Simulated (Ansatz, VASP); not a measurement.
Si2Ni: VASP beside Ansatz

```
Si Ni
1.0
     0.00000    2.69390    2.69390
     2.69390    0.00000    2.69390
     2.69390    2.69390    0.00000
Si Ni
2 1
Direct
  0.25000 0.25000 0.25000
  0.75000 0.75000 0.75000
  0.00000 0.00000 0.00000
```

Alike in both runs: functional r2SCAN; k mesh 10 × 10 × 10; occupations fermi-dirac, width 0.08 eV; no spin polarisation.

Ansatz relaxed the structure, and its values are those at the end. VASP's run is a single point on that final structure, the one shown.

|  | VASP | Ansatz |
| --- | --- | --- |
| version | VASP 6.6.1 | Ansatz 0.2.0 |
| potentials or method | VASP PAW PBE potentials, release 64 (Si, Ni) | PAW with Ansatz's default frozen-core files, scalar-relativistic |
| plane-wave cutoff (eV) | 520 | 500 |
| valence electrons in the cell | 18 | 26 |

```tsv
	VASP	Ansatz	Ansatz less VASP
pressure (GPa)	-0.2	0.0	+0.16
```

VASP's potentials were made for PBE, not for r2SCAN. VASP's potentials hold 18 valence electrons a cell and Ansatz's 26, so a difference there can come from the potentials and not from the codes.
